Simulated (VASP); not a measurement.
# MgO (Periclase) (Fm-3m) in VASP: notebook

Aim: see how the results for MgO (Periclase) move with the level of theory and the settings. Levels: PBE+D4, revPBE+D3(BJ), PBE+D3(BJ). Tasks: relaxation of cell and atoms.

All numbers are computed with VASP 6.6.1; they aren't measurements. Logs are shortened: lines on timing, memory, paths and dates and some standing lists are left out, and cuts for length are marked.

**1. The cell of the first run**

It takes space group Fm-3m (No. 225, cubic). The conventional cell has a = 4.217 Å, b = 4.217 Å, c = 4.217 Å, α = 90.00°, β = 90.00°, γ = 90.00°. Within 2.8 Å of Mg (site symmetry m-3m) lie 6 O at 2.11 Å. O (site symmetry m-3m) has 6 Mg at 2.11 Å within 2.8 Å.

**2. Relaxation of cell and atoms, PBE+D4**

File INCAR:

```
  ALGO = Normal
  EDIFF = 1E-7
  EDIFFG = -0.01
  ENCUT = 600
  GGA = PE
  GGA_COMPAT = False
  IBRION = 2
  ISIF = 3
  ISMEAR = 0
  IVDW = 13
  LASPH = True
  LCHARG = False
  LREAL = False
  LWAVE = False
  NELM = 120
  NELMIN = 4
  NSW = 80
  PREC = Accurate
  SIGMA = 0.01
```

File KPOINTS:

```
k-points
0
Gamma
  5 5 5
```

File POSCAR:

```
MgO
1.0
    0.0000000000      2.1085000000      2.1085000000
    2.1085000000      0.0000000000      2.1085000000
    2.1085000000      2.1085000000      0.0000000000
Mg O
1 1
Direct
    0.0000000000      0.0000000000      0.0000000000
    0.5000000000      0.5000000000      0.5000000000
```

Potentials or basis: VASP PAW PBE potentials, release 64 (Mg, O).

The run is started by

```sh
$ cat potpaw_PBE.64/Mg/POTCAR potpaw_PBE.64/O/POTCAR > POTCAR
$ mpirun -np 1 vasp_std > vasp.out
```

OUTCAR:

```text
EDIFF = 1E-7
   EDIFFG = -0.01
   ENCUT = 600
   GGA = PE
   IBRION = 2
   ISIF = 3
   ISMEAR = 0
   IVDW = 13
   LASPH = True
   LREAL = False
   NELM = 120
   NELMIN = 4
   NSW = 80
   PREC = Accurate

 ion  position               nearest neighbor table
   1  0.000  0.000  0.000-   2 2.11   2 2.11   2 2.11   2 2.11   2 2.11   2 2.11
   2  0.500  0.500  0.500-   1 2.11   1 2.11   1 2.11   1 2.11   1 2.11   1 2.11

  LATTYP: Found a face centered cubic cell.
 ALAT       =     4.2170000000

  Lattice vectors:

 A1 = (   0.0000000000,   2.1085000000,   2.1085000000)
 A2 = (   2.1085000000,   0.0000000000,   2.1085000000)
 A3 = (   2.1085000000,   2.1085000000,   0.0000000000)

Analysis of symmetry for initial positions (statically):
=====================================================================
 Subroutine PRICEL returns:
 Original cell was already a primitive cell.

 Routine SETGRP: Setting up the symmetry group for a
 face centered cubic supercell.

 Subroutine GETGRP returns: Found 48 space group operations
 (whereof 48 operations were pure point group operations)
 out of a pool of 48 trial point group operations.

The static configuration has the point symmetry O_h .

Analysis of symmetry for dynamics (positions and initial velocities):
=====================================================================
 Subroutine PRICEL returns:
 Original cell was already a primitive cell.

 Routine SETGRP: Setting up the symmetry group for a
 face centered cubic supercell.

 Subroutine GETGRP returns: Found 48 space group operations
 (whereof 48 operations were pure point group operations)
 out of a pool of 48 trial point group operations.

The dynamic configuration has the point symmetry O_h .

 Subroutine INISYM returns: Found 48 space group operations
 (whereof 48 operations are pure point group operations),
 and found     1 'primitive' translations

----------------------------------------------------------------------------------------

                                     Primitive cell

  volume of cell :      18.7478

  direct lattice vectors                    reciprocal lattice vectors
     0.000000000  2.108500000  2.108500000    -0.237135404  0.237135404  0.237135404
     2.108500000  0.000000000  2.108500000     0.237135404 -0.237135404  0.237135404
     2.108500000  2.108500000  0.000000000     0.237135404  0.237135404 -0.237135404

  length of vectors
     2.981869296  2.981869296  2.981869296     0.410730569  0.410730569  0.410730569

  position of ions in fractional coordinates (direct lattice)
     0.000000000  0.000000000  0.000000000
     0.500000000  0.500000000  0.500000000

  ion indices of the primitive-cell ions
   primitive index   ion index
                 1           1
                 2           2

----------------------------------------------------------------------------------------

 KPOINTS: k-points

Automatic generation of k-mesh.
 Grid dimensions read from file:
 generate k-points for:    5    5    5

 Generating k-lattice:

  Cartesian coordinates                     Fractional coordinates (reciprocal lattice)
    -0.047427081  0.047427081  0.047427081     0.200000000  0.000000000  0.000000000
     0.047427081 -0.047427081  0.047427081     0.000000000  0.200000000  0.000000000
     0.047427081  0.047427081 -0.047427081     0.000000000  0.000000000  0.200000000

  Length of vectors
     0.082146114  0.082146114  0.082146114

  Shift w.r.t. Gamma in fractional coordinates (k-lattice)
     0.000000000  0.000000000  0.000000000

 Subroutine IBZKPT returns following result:
 ===========================================

 Found     10 irreducible k-points:

 Following reciprocal coordinates:
            Coordinates               Weight
  0.000000  0.000000  0.000000      1.000000
  0.200000  0.000000  0.000000      8.000000
  0.400000  0.000000  0.000000      8.000000
  0.200000  0.200000  0.000000      6.000000
  0.400000  0.200000  0.000000     24.000000
 -0.400000  0.200000  0.000000     24.000000
 -0.200000  0.200000  0.000000     12.000000
  0.400000  0.400000  0.000000      6.000000
 -0.400000  0.400000  0.000000     12.000000
 -0.400000  0.400000  0.200000     24.000000
   k-points           NKPTS =     10   k-points in BZ     NKDIM =     10   number of bands    NBANDS=      8
   number of dos      NEDOS =    301   number of ions     NIONS =      2
   total plane-waves  NPLWV =  13824
   dimension x,y,z NGX =    24 NGY =   24 NGZ =   24
   dimension x,y,z NGXF=    48 NGYF=   48 NGZF=   48
   ions per type =               1   1
   NGX,Y,Z   is equivalent  to a cutoff of  13.38, 13.38, 13.38 a.u.
   NGXF,Y,Z  is equivalent  to a cutoff of  26.76, 26.76, 26.76 a.u.
 SYSTEM =  unknown system
   PREC   = accura    normal or accurate (medium, high low for compatibility)
   ISTART =      0    job   : 0-new  1-cont  2-samecut
   ICHARG =      2    charge: 1-file 2-atom 10-const
   ISPIN  =      1    spin polarized calculation?
   LNONCOLLINEAR =      F non collinear calculations
   LSORBIT =      F    spin-orbit coupling
   LASPH  =      T    aspherical Exc in radial PAW
   ENCUT  =  600.0 eV  44.10 Ry    6.64 a.u.   5.96  5.96  5.96*2*pi/ulx,y,z
   NELM   =    120;   NELMIN=  4; NELMDL= -5     # of ELM steps
   EDIFF  = 0.1E-06   stopping-criterion for ELM
   LREAL  =      F    real-space projection
   EDIFFG = -.1E-01   stopping-criterion for IOM
   NSW    =     80    number of steps for IOM
   IBRION =      2    ionic relax: 0-MD 1-quasi-New 2-CG
   NFREE  =      1    steps in history (QN), initial steepest desc. (CG)
   ISIF   =      3    stress and relaxation
   ISYM   =      2    0-nonsym 1-usesym 2-fastsym
   POTIM  = 0.5000    time-step for ionic-motion
   TEBEG  =    0.0;   TEEND  =   0.0 temperature during run
   PSTRESS=    0.0 pullay stress
   NELECT =       8.0000    total number of electrons
   NUPDOWN=      -1.0000    fix difference up-down
   EMIN   =  10.00;   EMAX   =-10.00  energy-range for DOS
   EFERMI =   0.00;   METHOD = LEGACY
   ISMEAR =     0;   SIGMA  =   0.01  broadening in eV -4-tet -1-fermi 0-gaus
   EFERMI_NEDOS =   21; number of points for ismear=-14 and -15
   IALGO  =     38    algorithm
   IMIX   =      4    mixing-type and parameters
     AMIX     =   0.40;   BMIX     =  1.00
     AMIX_MAG =   1.60;   BMIX_MAG =  1.00
  volume/ion in A,a.u.               =       9.37        63.26
  Fermi-wavevector in a.u.,A,eV,Ry     =   1.232503  2.329092 20.668107  1.519063
  Thomas-Fermi vector in A             =   2.367270
   LORBIT       =      0    0 simple, 1 ext, 2 COOP (PROOUT), +10 PAW based schemes
   GGA     = PE    functional components
   LHFCALC =     F    Hartree Fock is set to
   AEXX    =    0.0000 exact exchange contribution
   IVDW    =    13    specifies the selected vdW correction
   LEPSILON=     F    determine dielectric tensor
   LRPA    =     F    only Hartree local field effects (RPA)
 conjugate gradient relaxation of ions
 non-spin polarized calculation
 Gauss-broadening in eV      SIGMA  =   0.01
  energy-cutoff  :      600.00
  volume of cell :       18.75
 maximum number of plane-waves:       635
   NGX = 11   NGY = 11   NGZ = 11

 number of electron       8.0000005 magnetization

 Free energy of the ion-electron system (eV)
  ---------------------------------------------------
  ext. energy  EPLUGINS =         0.00000000
  ---------------------------------------------------
  free energy    TOTEN  =       -11.90846678 eV

  energy without entropy =      -11.90846678  energy(sigma->0) =      -11.90846678

 E-fermi :   3.2305     XC(G=0): -11.0609

 val. band max:        3.1617065907   @ k =   0.0000   0.0000   0.0000
 cond. band min:       7.8537356724   @ k =   0.0000   0.0000   0.0000
 fundamental gap:      4.6920290817
 Fermi energy:         3.2305378516

 k-point     1 :       0.0000    0.0000    0.0000
  band No.  band energies     occupation
      1     -14.0832      2.00000
      2       3.1617      2.00000
      3       3.1617      2.00000
      4       3.1617      2.00000
      5       7.8537      0.00000
      6      18.9415      0.00000
      7      18.9415      0.00000
      8      18.9415      0.00000

 k-point     2 :       0.2000    0.0000    0.0000
  band No.  band energies     occupation
      1     -13.6897      2.00000
      2       1.1929      2.00000
      3       2.9243      2.00000
      4       2.9243      2.00000
      5       9.6796      0.00000
      6      16.1793      0.00000
      7      19.6595      0.00000
      8      19.6595      0.00000

 k-point     3 :       0.4000    0.0000    0.0000
  band No.  band energies     occupation
      1     -12.9514      2.00000
      2      -1.0846      2.00000
      3       2.5700      2.00000
      4       2.5700      2.00000
      5      10.9833      0.00000
      6      15.5639      0.00000
      7      19.5495      0.00000
      8      19.5495      0.00000

 k-point     4 :       0.2000    0.2000    0.0000
  band No.  band energies     occupation
      1     -13.5730      2.00000
      2       1.1419      2.00000
      3       2.6388      2.00000
      4       2.6388      2.00000
      5      10.3372      0.00000
      6      15.1977      0.00000
      7      19.8712      0.00000
      8      20.1074      0.00000

 k-point     5 :       0.4000    0.2000    0.0000
  band No.  band energies     occupation
      1     -12.9669      2.00000
      2      -0.3729      2.00000
      3       1.9240      2.00000
      4       2.2929      2.00000
      5      12.1340      0.00000
      6      14.4550      0.00000
      7      17.4940      0.00000
      8      20.5237      0.00000

 k-point     6 :      -0.4000    0.2000    0.0000
  band No.  band energies     occupation
      1     -12.6910      2.00000
      2      -0.8704      2.00000
      3       1.2748      2.00000
      4       2.3381      2.00000
      5      12.5655      0.00000
      6      15.3969      0.00000
      7      16.8364      0.00000
      8      20.2797      0.00000

 k-point     7 :      -0.2000    0.2000    0.0000
  band No.  band energies     occupation
      1     -13.1844      2.00000
      2       0.0729      2.00000
      3       1.8314      2.00000
      4       2.7211      2.00000
      5      11.5724      0.00000
      6      15.0482      0.00000
      7      18.2319      0.00000
      8      20.9123      0.00000

 k-point     8 :       0.4000    0.4000    0.0000
  band No.  band energies     occupation
      1     -12.7045      2.00000
      2      -0.6787      2.00000
      3       1.9270      2.00000
      4       1.9270      2.00000
      5      12.6061      0.00000
      6      12.9548      0.00000
      7      16.3551      0.00000
      8      21.7940      0.00000

 k-point     9 :      -0.4000    0.4000    0.0000
  band No.  band energies     occupation
      1     -12.5305      2.00000
      2      -0.5271      2.00000
      3       0.8302      2.00000
      4       1.9515      2.00000
      5      13.0143      0.00000
      6      14.3664      0.00000
      7      15.8411      0.00000
      8      21.4018      0.00000

 k-point    10 :      -0.4000    0.4000    0.2000
  band No.  band energies     occupation
      1     -12.5962      2.00000
      2      -0.3163      2.00000
      3       0.7951      2.00000
      4       1.7856      2.00000
      5      14.1947      0.00000
      6      14.2895      0.00000
      7      15.7950      0.00000
      8      19.6227      0.00000

------------------------ aborting loop because EDIFF is reached ----------------------------------------

  DFT-D4 for vdW energy calculation

  Edisp (eV):   -0.33016

  FORCE on cell =-STRESS in cart. coord.  units (eV):
  Direction    XX          YY          ZZ          XY          YZ          ZX
  --------------------------------------------------------------------------------------
  -------------------------------------------------------------------------------------
  Total      -0.00118    -0.00118    -0.00118     0.00000     0.00000     0.00000
  in kB      -0.10094    -0.10094    -0.10094     0.00000     0.00000     0.00000
  external pressure =       -0.10 kB  Pullay stress =        0.00 kB

 VOLUME and BASIS-vectors are now :
 -----------------------------------------------------------------------------
  energy-cutoff  :      600.00
  volume of cell :       18.75
      direct lattice vectors                 reciprocal lattice vectors
     0.000000000  2.108500000  2.108500000    -0.237135404  0.237135404  0.237135404
     2.108500000  0.000000000  2.108500000     0.237135404 -0.237135404  0.237135404
     2.108500000  2.108500000  0.000000000     0.237135404  0.237135404 -0.237135404

 POSITION                                       TOTAL-FORCE (eV/Angst)
 -----------------------------------------------------------------------------------
      0.00000      0.00000      0.00000         0.000000      0.000000      0.000000
      2.10850      2.10850      2.10850        -0.000000     -0.000000     -0.000000
 -----------------------------------------------------------------------------------
    total drift:                               -0.000000     -0.000000      0.000000

  FREE ENERGIE OF THE ION-ELECTRON SYSTEM (eV)
  ---------------------------------------------------
  free  energy   TOTEN  =       -12.2386310692 eV

  energy  without entropy=      -12.2386310692  energy(sigma->0) =      -12.23863107

 reached required accuracy - stopping structural energy minimisation
```

Run time: 8.6 s. Hardware: 1 thread of AMD EPYC 7R13, shared host; peak memory 0.11 GiB.

Results:

* Free energy: -12.2386 eV
* Pressure after relaxing: 0.0 GPa
* Band gap on the k mesh: 4.69 eV, direct
* Dispersion energy per atom: -0.165 eV

Final structure:
```
CELL_PARAMETERS angstrom
0.00000 2.10850 2.10850
2.10850 0.00000 2.10850
2.10850 2.10850 0.00000
ATOMIC_POSITIONS crystal
Mg 0.00000 0.00000 0.00000
O 0.50000 0.50000 0.50000
```

Caveat: the k points lie up to 0.52 Å⁻¹ apart in the final cell; the relaxation stopped at its first step, so nothing moved.

**3. Relaxation of cell and atoms, revPBE+D3(BJ)**

File INCAR:

```
SYSTEM = MgO
ALGO     = Normal         ! electronic algorithm
EDIFF    = 1E-7           ! SCF threshold, eV
EDIFFG   = -0.01          ! ionic threshold
ENCUT    = 600            ! plane-wave cutoff, eV
GGA      = RE             ! functional
GGA_COMPAT= .FALSE.      
IBRION   = 2              ! ionic algorithm
ISIF     = 3              ! what is computed and relaxed
ISMEAR   = 0              ! smearing method
IVDW     = 12             ! dispersion correction
LASPH    = .TRUE.         ! aspherical terms in the spheres
LCHARG   = .FALSE.        ! write CHGCAR
LREAL    = .FALSE.        ! projectors in reciprocal space
LWAVE    = .FALSE.        ! write WAVECAR
NELM     = 120            ! most SCF steps
NELMIN   = 4            
NSW      = 80             ! ionic steps
PREC     = Accurate       ! precision mode
SIGMA    = 0.01           ! smearing width, eV
```

File KPOINTS:

```
k-points
0
G
  5 5 5
  0 0 0
```

POSCAR is that of step 2.

Potentials or basis: VASP PAW PBE potentials, release 64 (Mg, O).

The run is started by

```sh
$ cat potpaw_PBE.64/Mg/POTCAR potpaw_PBE.64/O/POTCAR > POTCAR
$ mpirun -np 1 vasp_std > vasp.out
```

It took 14 s on 1 thread of AMD EPYC 7R13, shared host; peak memory 0.12 GiB.

The run converged. Its results:

| Quantity | Value |
| --- | --- |
| Free energy | -12.4545 eV |
| Relaxed volume | 9.17 Å³/atom |
| Relaxed cell | a = 2.960 Å, b = 2.960 Å, c = 2.960 Å, α = 60.00°, β = 60.00°, γ = 60.00° |
| Space group after relaxing (to 0.05 Å) | Fm-3m (No. 225) |
| Energy gained by relaxing | 2.2 meV/atom |
| Ionic steps | 3 |
| Pressure after relaxing | 0.0 GPa |
| Band gap on the k mesh | 4.99 eV, direct |
| Dispersion energy per atom | -0.583 eV |

The path:
| step | energy change (eV) | largest force (eV/Å) | pressure (GPa) | volume (Å³) |
| --- | --- | --- | --- | --- |
| 1 | 0.0000 | 0.0000 | -3.39 | 18.75 |
| 2 | -0.0039 | 0.0000 | 1.17 | 18.21 |
| 3 | -0.0044 | 0.0000 | 0.01 | 18.34 |

Final structure:
```cif
data_structure
_symmetry_space_group_name_H-M 'P 1'
_symmetry_Int_Tables_number 1
_cell_length_a 2.9603
_cell_length_b 2.9603
_cell_length_c 2.9603
_cell_angle_alpha 60.000
_cell_angle_beta 60.000
_cell_angle_gamma 60.000
_cell_volume 18.34
loop_
_atom_site_label
_atom_site_type_symbol
_atom_site_fract_x
_atom_site_fract_y
_atom_site_fract_z
_atom_site_occupancy
Mg1 Mg 0.00000 0.00000 0.00000 1
O1 O 0.50000 0.50000 0.50000 1
```

Levels at points of the mesh, in eV from the valence-band top:
| k point | band 1 | band 2 | band 3 | band 4 | band 5 | band 6 | band 7 | band 8 |
| --- | --- | --- | --- | --- | --- | --- | --- | --- |
| (0.00, 0.00, 0.00) | -17.41 | 0.00 | 0.00 | 0.00 | 4.99 | 16.01 | 16.01 | 16.01 |

Caveat: the k points lie up to 0.52 Å⁻¹ apart in the final cell; the PAW data sets were made with another functional, which shifts forces and pressure a little.

**4. Relaxation of cell and atoms, PBE+D3(BJ)**

File INCAR:

```
PREC = Accurate ; ENCUT = 600
EDIFF = 1E-7 ; ISMEAR = 0
SIGMA = 0.01 ; LREAL = False
LASPH = True ; NELM = 120
ALGO = Normal ; ISIF = 3
LWAVE = False ; LCHARG = False
GGA = PE ; IVDW = 12
IBRION = 2 ; NSW = 80
EDIFFG = -0.01 ; GGA_COMPAT = False
NELMIN = 4
```

File KPOINTS:

```
regular mesh
0
Gamma
  5 5 5
```

POSCAR is that of step 3.

The run is started by

```sh
$ cat potpaw_PBE.64/Mg/POTCAR potpaw_PBE.64/O/POTCAR > POTCAR
$ mpirun -np 1 vasp_std > vasp.out
```

Run time: 15 s. Hardware: 1 thread of AMD EPYC 7R13, shared host; peak memory 0.12 GiB.

It converged, with:

* Free energy: -12.4941 eV
* Relaxed volume: 9.25 Å³/atom
* Relaxed cell: a = 2.969 Å, b = 2.969 Å, c = 2.969 Å, α = 60.00°, β = 60.00°, γ = 60.00°
* Space group after relaxing (to 0.05 Å): Fm-3m (No. 225)
* Energy gained by relaxing: 0.8 meV/atom
* Ionic steps: 3
* Pressure after relaxing: 0.0 GPa
* Band gap on the k mesh: 4.82 eV, direct
* Dispersion energy per atom: -0.296 eV

The path:
```
step  energy change (eV)  largest force (eV/Å)  pressure (GPa)  volume (Å³)
   1              0.0000                0.0000           -2.03        18.75
   2             -0.0013                0.0000            0.72        18.43
   3             -0.0015                0.0000            0.01        18.51
```

Final structure:
```yaml
crystal:
  lattice:
    - [0.00000, 2.09951, 2.09951]
    - [2.09951, 0.00000, 2.09951]
    - [2.09951, 2.09951, 0.00000]
  atoms:
    - { symbol: Mg, position: [0.00000, 0.00000, 0.00000] }
    - { symbol: O, position: [0.50000, 0.50000, 0.50000] }
```

Levels at points of the mesh, in eV from the valence-band top:
| k point | band 2 | band 3 | band 4 | band 5 | band 6 | band 7 |
| --- | --- | --- | --- | --- | --- | --- |
| (0.00, 0.00, 0.00) | 0.00 | 0.00 | 0.00 | 4.82 | 15.85 | 15.85 |

Caveat: the k points lie up to 0.52 Å⁻¹ apart in the final cell.

**5. The runs side by side**

```tsv
level	gap on the mesh (eV)	pressure (GPa)	relaxed volume (Å³/atom)
PBE+D4	4.69	0.0	-
revPBE+D3(BJ)	4.99	0.0	9.17
PBE+D3(BJ)	4.82	0.0	9.25
```

Alike in all rows: task relaxation of cell and atoms; potentials or basis VASP PAW PBE potentials, release 64 (Mg, O); no spin polarisation; cell relaxed; k mesh 5 × 5 × 5; cutoff (eV) 600; smearing gaussian 0.01 eV.

Caveats: all runs use coarse meshes; the relaxation stopped at its first step, so nothing moved (some runs); the PAW data sets were made with another functional, which shifts forces and pressure a little (some runs).

Absolute energies hang on the potentials; compare differences alone.
